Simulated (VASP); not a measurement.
# Ta (Pm-3m) in VASP: a series of runs

Ta is run at these levels: PBE; tasks: single point.

Program: VASP 6.6.1. These are calculated values, not measurements. Logs are shortened: lines on timing, memory, paths and dates and some standing lists are left out, and cuts for length are marked.

## (1) The cell of the first run

It takes space group Pm-3m (No. 221, cubic). The conventional cell has a = 2.742 Å, b = 2.742 Å, c = 2.742 Å, α = 90.00°, β = 90.00°, γ = 90.00°. Within 3.6 Å of Ta (site symmetry m-3m) lie 6 Ta at 2.74 Å.

## (2) Single point, PBE

INCAR reads:

```
  PREC = Accurate
  ENCUT = 520
  EDIFF = 1E-6
  ISMEAR = -1
  SIGMA = 0.1
  LREAL = F
  LASPH = T
  NELM = 100
  ALGO = Normal
  ISIF = 2
  LWAVE = F
  LCHARG = F
  GGA = PE
  NBANDS = 12
```

KPOINTS reads:

```
Automatic mesh
0
Gamma
  6 6 6
```

POSCAR reads:

```
Ta
1.0
    2.7422183867      0.0000000000      0.0000000000
    0.0000000000      2.7422183867      0.0000000000
    0.0000000000      0.0000000000      2.7422183867
Ta
1
Direct
    0.0000000000      0.0000000000      0.0000000000
```

Potentials or basis: VASP PAW PBE potentials, release 64 (Ta_pv).

Started as:

```sh
$ cat potpaw_PBE.64/Ta_pv/POTCAR > POTCAR
$ mpirun -np 1 vasp_std > vasp.out
```

OUTCAR:

```text
PREC = Accurate
   ENCUT = 520
   EDIFF = 1E-6
   ISMEAR = -1
   LREAL = F
   LASPH = T
   NELM = 100
   ISIF = 2
   GGA = PE

 ion  position               nearest neighbor table
   1  0.000  0.000  0.000-

  LATTYP: Found a simple cubic cell.
 ALAT       =     2.7422183867

  Lattice vectors:

 A1 = (   2.7422183867,   0.0000000000,   0.0000000000)
 A2 = (   0.0000000000,   2.7422183867,   0.0000000000)
 A3 = (   0.0000000000,   0.0000000000,   2.7422183867)

Analysis of symmetry for initial positions (statically):
=====================================================================
 Subroutine PRICEL returns:
 Original cell was already a primitive cell.

 Routine SETGRP: Setting up the symmetry group for a
 simple cubic supercell.

 Subroutine GETGRP returns: Found 48 space group operations
 (whereof 48 operations were pure point group operations)
 out of a pool of 48 trial point group operations.

The static configuration has the point symmetry O_h .

Analysis of symmetry for dynamics (positions and initial velocities):
=====================================================================
 Subroutine PRICEL returns:
 Original cell was already a primitive cell.

 Routine SETGRP: Setting up the symmetry group for a
 simple cubic supercell.

 Subroutine GETGRP returns: Found 48 space group operations
 (whereof 48 operations were pure point group operations)
 out of a pool of 48 trial point group operations.

The dynamic configuration has the point symmetry O_h .

 Subroutine INISYM returns: Found 48 space group operations
 (whereof 48 operations are pure point group operations),
 and found     1 'primitive' translations

----------------------------------------------------------------------------------------

                                     Primitive cell

  volume of cell :      20.6208

  direct lattice vectors                    reciprocal lattice vectors
     2.742218387  0.000000000  0.000000000     0.364668257  0.000000000  0.000000000
     0.000000000  2.742218387  0.000000000     0.000000000  0.364668257  0.000000000
     0.000000000  0.000000000  2.742218387     0.000000000  0.000000000  0.364668257

  length of vectors
     2.742218387  2.742218387  2.742218387     0.364668257  0.364668257  0.364668257

  position of ions in fractional coordinates (direct lattice)
     0.000000000  0.000000000  0.000000000

  ion indices of the primitive-cell ions
   primitive index   ion index
                 1           1

----------------------------------------------------------------------------------------

 KPOINTS: Automatic mesh

Automatic generation of k-mesh.
 Grid dimensions read from file:
 generate k-points for:    6    6    6

 Generating k-lattice:

  Cartesian coordinates                     Fractional coordinates (reciprocal lattice)
     0.060778043  0.000000000  0.000000000     0.166666667  0.000000000  0.000000000
     0.000000000  0.060778043  0.000000000     0.000000000  0.166666667  0.000000000
     0.000000000  0.000000000  0.060778043     0.000000000  0.000000000  0.166666667

  Length of vectors
     0.060778043  0.060778043  0.060778043

  Shift w.r.t. Gamma in fractional coordinates (k-lattice)
     0.000000000  0.000000000  0.000000000

 Subroutine IBZKPT returns following result:
 ===========================================

 Found     20 irreducible k-points:

 Following reciprocal coordinates:
            Coordinates               Weight
  0.000000  0.000000  0.000000      1.000000
  0.166667  0.000000  0.000000      6.000000
  0.333333  0.000000  0.000000      6.000000
  0.500000  0.000000  0.000000      3.000000
  0.166667  0.166667  0.000000     12.000000
  0.333333  0.166667  0.000000     24.000000
[... 12 lines left out ...]
  0.500000  0.500000  0.333333      6.000000
  0.500000  0.500000  0.500000      1.000000
   k-points           NKPTS =     20   k-points in BZ     NKDIM =     20   number of bands    NBANDS=     12
   number of dos      NEDOS =    301   number of ions     NIONS =      1
   total plane-waves  NPLWV =   8000
   dimension x,y,z NGX =    20 NGY =   20 NGZ =   20
   dimension x,y,z NGXF=    40 NGYF=   40 NGZF=   40
   ions per type =               1
   NGX,Y,Z   is equivalent  to a cutoff of  12.12, 12.12, 12.12 a.u.
   NGXF,Y,Z  is equivalent  to a cutoff of  24.25, 24.25, 24.25 a.u.
 SYSTEM =  unknown system
   PREC   = accura    normal or accurate (medium, high low for compatibility)
   ISTART =      0    job   : 0-new  1-cont  2-samecut
   ICHARG =      2    charge: 1-file 2-atom 10-const
   ISPIN  =      1    spin polarized calculation?
   LNONCOLLINEAR =      F non collinear calculations
   LSORBIT =      F    spin-orbit coupling
   LASPH  =      T    aspherical Exc in radial PAW
   ENCUT  =  520.0 eV  38.22 Ry    6.18 a.u.   5.10  5.10  5.10*2*pi/ulx,y,z
   NELM   =    100;   NELMIN=  2; NELMDL= -5     # of ELM steps
   EDIFF  = 0.1E-05   stopping-criterion for ELM
   LREAL  =      F    real-space projection
   EDIFFG = 0.1E-04   stopping-criterion for IOM
   NSW    =      0    number of steps for IOM
   IBRION =     -1    ionic relax: 0-MD 1-quasi-New 2-CG
   NFREE  =      0    steps in history (QN), initial steepest desc. (CG)
   ISIF   =      2    stress and relaxation
   ISYM   =      2    0-nonsym 1-usesym 2-fastsym
   POTIM  = 0.5000    time-step for ionic-motion
   TEBEG  =    0.0;   TEEND  =   0.0 temperature during run
   PSTRESS=    0.0 pullay stress
   NELECT =      11.0000    total number of electrons
   NUPDOWN=      -1.0000    fix difference up-down
   EMIN   =  10.00;   EMAX   =-10.00  energy-range for DOS
   EFERMI =   0.00;   METHOD = LEGACY
   ISMEAR =    -1;   SIGMA  =   0.10  broadening in eV -4-tet -1-fermi 0-gaus
   EFERMI_NEDOS =   21; number of points for ismear=-14 and -15
   IALGO  =     38    algorithm
   IMIX   =      4    mixing-type and parameters
     AMIX     =   0.40;   BMIX     =  1.00
     AMIX_MAG =   1.60;   BMIX_MAG =  1.00
  volume/ion in A,a.u.               =      20.62       139.16
  Fermi-wavevector in a.u.,A,eV,Ry     =   1.327711  2.509011 23.984589  1.762818
  Thomas-Fermi vector in A             =   2.457003
   LORBIT       =      0    0 simple, 1 ext, 2 COOP (PROOUT), +10 PAW based schemes
   GGA     = PE    functional components
   LHFCALC =     F    Hartree Fock is set to
   AEXX    =    0.0000 exact exchange contribution
   IVDW    =     0    specifies the selected vdW correction
   LEPSILON=     F    determine dielectric tensor
   LRPA    =     F    only Hartree local field effects (RPA)
 non-spin polarized calculation
  energy-cutoff  :      520.00
  volume of cell :       20.62
 maximum number of plane-waves:       572
   NGX = 11   NGY = 11   NGZ = 11

 number of electron      11.0000007 magnetization

 Free energy of the ion-electron system (eV)
  ---------------------------------------------------
  ext. energy  EPLUGINS =         0.00000000
  ---------------------------------------------------
  free energy    TOTEN  =       -10.72815998 eV

  energy without entropy =      -10.68702508  energy(sigma->0) =      -10.70759253

 E-fermi :   4.3598     XC(G=0): -11.8103

 val. band max:        4.2645090683   @ k =   0.3333   0.0000   0.0000
 cond. band min:       4.3810376474   @ k =   0.5000   0.1667   0.1667
 fundamental gap:      0.1165285792
 Fermi energy:         4.3597715197

 k-point     1 :       0.0000    0.0000    0.0000
  band No.  band energies     occupation
      1     -28.8867      2.00000
      2     -28.8867      2.00000
      3     -28.8867      2.00000
      4      -2.7855      2.00000
      5       1.9232      2.00000
      6       1.9232      2.00000
      7      10.6394      0.00000
      8      10.6394      0.00000
      9      10.6394      0.00000
     10      18.9526      0.00000
     11      18.9526      0.00000
     12      18.9526      0.00000

 k-point     2 :       0.1667    0.0000    0.0000
  band No.  band energies     occupation
      1     -29.1998      2.00000
      2     -28.8602      2.00000
      3     -28.8602      2.00000
      4      -2.0070      2.00000
      5       2.1411      2.00000
      6       2.7373      2.00000
      7       9.3845      0.00000
      8       9.3845      0.00000
      9      10.7363      0.00000
     10      16.0069      0.00000
     11      18.9048      0.00000
     12      20.6049      0.00000

 k-point     3 :       0.3333    0.0000    0.0000
  band No.  band energies     occupation
      1     -29.7880      2.00000
      2     -28.8067      2.00000
      3     -28.8067      2.00000
      4      -0.3470      2.00000
      5       2.6204      2.00000
      6       4.2645      1.44329
      7       7.6171      0.00000
      8       7.6172      0.00000
      9      10.9365      0.00000
     10      13.8034      0.00000
     11      18.9050      0.00000
     12      19.7613      0.00000

 k-point     4 :       0.5000    0.0000    0.0000
  band No.  band energies     occupation
      1     -30.0655      2.00000
      2     -28.7797      2.00000
      3     -28.7797      2.00000
      4       0.7220      2.00000
      5       2.8871      2.00000
      6       4.4362      0.63554
      7       6.9176      0.00000
      8       6.9176      0.00000
      9      11.0402      0.00000
     10      14.5305      0.00000
     11      18.4836      0.00000
     12      18.9055      0.00000

 k-point     5 :       0.1667    0.1667    0.0000
  band No.  band energies     occupation
      1     -29.1834      2.00000
      2     -29.1555      2.00000
      3     -28.8340      2.00000
      4      -1.2345      2.00000
      5       2.6395      2.00000
      6       3.2702      1.99996
      7       7.9676      0.00000
      8       9.3113      0.00000
      9       9.7607      0.00000
     10      17.3972      0.00000
     11      17.5459      0.00000
     12      18.9119      0.00000
[... 168 lines left out ...]
      1     -29.5935      2.00000
      2     -29.5599      2.00000
      3     -29.5599      2.00000
      4       2.0799      2.00000
      5       3.7770      1.99413
      6       3.7770      1.99413
      7       8.3571      0.00000
      8       8.3572      0.00000
      9       9.4637      0.00000
     10      15.8900      0.00000
     11      18.9008      0.00000
     12      19.9755      0.00000

 k-point    18 :       0.5000    0.3333    0.3333
  band No.  band energies     occupation
      1     -29.8322      2.00000
      2     -29.5462      2.00000
      3     -29.5248      2.00000
      4       1.9942      2.00000
      5       3.0602      2.00000
      6       3.6472      1.99839
      7       8.4823      0.00000
      8       9.2019      0.00000
      9      13.7959      0.00000
     10      15.0342      0.00000
     11      15.2541      0.00000
     12      18.9022      0.00000

 k-point    19 :       0.5000    0.5000    0.3333
  band No.  band energies     occupation
      1     -29.7939      2.00000
      2     -29.7939      2.00000
      3     -29.5007      2.00000
      4       1.6973      2.00000
      5       3.0036      2.00000
      6       3.0036      2.00000
      7       8.9610      0.00000
      8      13.3724      0.00000
      9      13.4694      0.00000
     10      14.8685      0.00000
     11      14.8685      0.00000
     12      18.1472      0.00000

 k-point    20 :       0.5000    0.5000    0.5000
  band No.  band energies     occupation
      1     -29.7565      2.00000
      2     -29.7565      2.00000
      3     -29.7565      2.00000
      4       2.2057      2.00000
      5       2.2057      2.00000
      6       2.2057      2.00000
      7      12.0285      0.00000
      8      13.4433      0.00000
      9      13.4433      0.00000
     10      15.9118      0.00000
     11      15.9118      0.00000
     12      15.9118      0.00000

------------------------ aborting loop because EDIFF is reached ----------------------------------------

  FORCE on cell =-STRESS in cart. coord.  units (eV):
  Direction    XX          YY          ZZ          XY          YZ          ZX
  --------------------------------------------------------------------------------------
  -------------------------------------------------------------------------------------
  Total        0.2443935      0.2443935      0.2443935      0.0000000      0.0000000     -0.0000000
  in kB       18.9886526     18.9886526     18.9886526      0.0000000      0.0000000     -0.0000000
  external PRESSURE =      18.9886526 kB  Pullay stress =       0.0000000 kB

 VOLUME and BASIS-vectors are now :
 -----------------------------------------------------------------------------
  energy-cutoff  :      520.00
  volume of cell :       20.62
      direct lattice vectors                 reciprocal lattice vectors
     2.742218387  0.000000000  0.000000000     0.364668257  0.000000000  0.000000000
     0.000000000  2.742218387  0.000000000     0.000000000  0.364668257  0.000000000
     0.000000000  0.000000000  2.742218387     0.000000000  0.000000000  0.364668257

 POSITION                                       TOTAL-FORCE (eV/Angst)
 -----------------------------------------------------------------------------------
      0.00000      0.00000      0.00000         0.000000      0.000000      0.000000
 -----------------------------------------------------------------------------------
    total drift:                               -0.000000      0.000000      0.000000

  FREE ENERGIE OF THE ION-ELECTRON SYSTEM (eV)
  ---------------------------------------------------
  free  energy   TOTEN  =       -10.7281599795 eV

  energy  without entropy=      -10.6870250762  energy(sigma->0) =      -10.70759253
```

Wall time 2.1 s (1 thread of Intel Xeon 6975P-C (Granite Rapids), shared host); peak memory 0.12 GiB.

Results:

```yaml
Free_energy: -10.7282 eV
Pressure: 1.9 GPa
```

Caveat: the k points lie up to 0.38 Å⁻¹ apart; spin-orbit coupling is left out, which moves the levels of the heavy elements.

## (3) Single point, PBE (volume scaled by 0.88)

INCAR reads:

```
ALGO = Normal
EDIFF = 1E-6
ENCUT = 520
GGA = PE
ISIF = 2
ISMEAR = -1
LASPH = True
LCHARG = False
LREAL = False
LWAVE = False
NBANDS = 12
NELM = 80
PREC = Accurate
SIGMA = 0.1
```

KPOINTS reads:

```
k-points
0
Gamma
  13 13 13
```

POSCAR reads:

```
Ta
1.0
    2.6278239081      0.0000000000      0.0000000000
    0.0000000000      2.6278239081      0.0000000000
    0.0000000000      0.0000000000      2.6278239081
Ta
1
Direct
    0.0000000000      0.0000000000      0.0000000000
```

Potentials or basis: VASP PAW PBE potentials, release 64 (Ta_pv).

Started as:

```sh
$ cat potpaw_PBE.64/Ta_pv/POTCAR > POTCAR
$ mpirun -np 1 vasp_std > vasp.out
```

OUTCAR:

```text
EDIFF = 1E-6
   ENCUT = 520
   GGA = PE
   ISIF = 2
   ISMEAR = -1
   LASPH = True
   LREAL = False
   NELM = 80
   PREC = Accurate

 ion  position               nearest neighbor table
   1  0.000  0.000  0.000-

  LATTYP: Found a simple cubic cell.
 ALAT       =     2.6278239081

  Lattice vectors:

 A1 = (   2.6278239081,   0.0000000000,   0.0000000000)
 A2 = (   0.0000000000,   2.6278239081,   0.0000000000)
 A3 = (   0.0000000000,   0.0000000000,   2.6278239081)

Analysis of symmetry for initial positions (statically):
=====================================================================
 Subroutine PRICEL returns:
 Original cell was already a primitive cell.

 Routine SETGRP: Setting up the symmetry group for a
 simple cubic supercell.

 Subroutine GETGRP returns: Found 48 space group operations
 (whereof 48 operations were pure point group operations)
 out of a pool of 48 trial point group operations.

The static configuration has the point symmetry O_h .

Analysis of symmetry for dynamics (positions and initial velocities):
=====================================================================
[... 167 lines left out ...]
      3     -27.5521      2.00000
      4      -2.2552      2.00000
      5       2.3691      2.00000
      6       2.3691      2.00000
      7      12.5713      0.00000
      8      12.5713      0.00000
      9      12.5713      0.00000
     10      20.1713      0.00000
     11      21.2682      0.00000
     12      21.2682      0.00000
[... 331 lines left out ...]
 k-point    24 :       0.3846    0.3077    0.0000
  band No.  band energies     occupation
      1     -28.9135      2.00000
      2     -28.5584      2.00000
      3     -27.3079      2.00000
      4       1.9083      2.00000
      5       3.3099      2.00000
      6       7.7637      0.00000
      7       9.0744      0.00000
      8       9.4055      0.00000
      9       9.9755      0.00000
     10      16.9053      0.00000
     11      20.1097      0.00000
     12      20.5334      0.00000

 [... further k-points ...]

------------------------ aborting loop because EDIFF is reached ----------------------------------------

  FORCE on cell =-STRESS in cart. coord.  units (eV):
  Direction    XX          YY          ZZ          XY          YZ          ZX
  --------------------------------------------------------------------------------------
  -------------------------------------------------------------------------------------
  Total        2.6939407      2.6939407      2.6939407     -0.0000000      0.0000000     -0.0000000
  in kB      237.8536541    237.8536541    237.8536541     -0.0000000      0.0000000     -0.0000000
  external PRESSURE =     237.8536541 kB  Pullay stress =       0.0000000 kB

 VOLUME and BASIS-vectors are now :
 -----------------------------------------------------------------------------
  energy-cutoff  :      520.00
  volume of cell :       18.15
      direct lattice vectors                 reciprocal lattice vectors
     2.627823908  0.000000000  0.000000000     0.380543002  0.000000000  0.000000000
     0.000000000  2.627823908  0.000000000     0.000000000  0.380543002  0.000000000
     0.000000000  0.000000000  2.627823908     0.000000000  0.000000000  0.380543002

 POSITION                                       TOTAL-FORCE (eV/Angst)
 -----------------------------------------------------------------------------------
      0.00000      0.00000      0.00000         0.000000      0.000000      0.000000
 -----------------------------------------------------------------------------------
    total drift:                                0.000000      0.000000      0.000000

  FREE ENERGIE OF THE ION-ELECTRON SYSTEM (eV)
  ---------------------------------------------------
  free  energy   TOTEN  =       -10.5495806508 eV

  energy  without entropy=      -10.5235991463  energy(sigma->0) =      -10.53658990
```

OSZICAR:

```text
N       E                     dE             d eps       ncg     rms          rms(c)
DAV:   1     0.607340855692E+02    0.60734E+02   -0.60977E+03  2036   0.870E+02
DAV:   2    -0.982342018145E+01   -0.70558E+02   -0.68522E+02  2252   0.242E+02
DAV:   3    -0.108378123771E+02   -0.10144E+01   -0.99724E+00  2460   0.272E+01
DAV:   4    -0.108412461894E+02   -0.34338E-02   -0.34317E-02  2192   0.162E+00
DAV:   5    -0.108412555523E+02   -0.93629E-05   -0.93624E-05  2416   0.886E-02    0.142E+01
DAV:   6    -0.106152103239E+02    0.22605E+00   -0.20871E-01  2344   0.443E+00    0.738E+00
DAV:   7    -0.105509659214E+02    0.64244E-01   -0.17325E-01  2336   0.389E+00    0.571E-01
DAV:   8    -0.105496556164E+02    0.13103E-02   -0.56570E-03  2144   0.739E-01    0.681E-02
DAV:   9    -0.105495858801E+02    0.69736E-04   -0.14381E-04  2388   0.130E-01    0.293E-02
DAV:  10    -0.105495810073E+02    0.48728E-05   -0.47771E-06  2196   0.236E-02    0.542E-03
DAV:  11    -0.105495806508E+02    0.35647E-06   -0.16216E-07  1176   0.429E-03
   1 F= -.10549581E+02 E0= -.10536590E+02  d E =-.259815E-01
```

Run time: 8.8 s. Hardware: 1 thread of Intel Xeon Platinum 8259CL at 2.50GHz (Skylake/Cascade Lake), shared host; peak memory 0.13 GiB.

What came out:

```
Free energy : -10.5496 eV
Pressure    : 23.8 GPa
```

Levels at points of the mesh, in eV from the Fermi level:
```csv
k point,band 4,band 5,band 6,band 7,band 8,band 9
"(0.00, 0.00, 0.00)",-7.74,-3.12,-3.12,7.08,7.08,7.08
```

Caveat: spin-orbit coupling is left out, which moves the levels of the heavy elements.
